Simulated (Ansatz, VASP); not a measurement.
# CS2 in VASP and in Ansatz

```
S C
1.0
     3.64579   -2.99431    0.00000
     3.64579    2.99431    0.00000
     0.00000    0.00000    9.85126
S C
4 2
Cartesian
  3.6152 1.9304 8.7446
  3.6531 1.0922 3.8061
  3.6132 -1.0785 6.0593
  3.6167 -1.9911 1.1026
  3.6247 0.0132 4.9663
  -0.0037 -0.0626 0.0087
```

Change from the starting cell: atoms moved at random, drawn with an rms of 0.05 Å.

Alike in both runs: task single point; functional PBE; k mesh 6 × 6 × 3; occupations fermi-dirac, width 0.05 eV; no spin polarisation.

|  | VASP | Ansatz |
| --- | --- | --- |
| version | VASP 6.6.1 | Ansatz 0.2.0 |
| potentials or method | VASP PAW PBE potentials, release 64 (S, C) | Ansatz PAW |
| plane-wave cutoff (eV) | 520 | 420 |
| valence electrons in the cell | 32 | 32 |

|  | VASP | Ansatz | Ansatz less VASP |
| --- | --- | --- | --- |
| gap on the k mesh at the Fermi level (eV) | 3.46 | 3.44 | -0.018 |
| least direct gap on the mesh (eV) | 3.46 | 3.44 | -0.018 |
| pressure (GPa) | 1.6 | 2.1 | +0.48 |
| traceless stress, the component that is largest in VASP (GPa) | 3.26 | 3.36 | +0.100 |
| rms of the force components (eV/Å) | 1.091 | 1.187 | +0.0960 |

Atom by atom the forces differ by 0.141 eV/Å (rms over components). The functional is the same, so the differences come from potentials, cutoffs and numerics.

Noted on Ansatz's run: odd divisions of the mesh miss points on the zone boundary, where band edges often lie, so the gap on the mesh can be too wide.
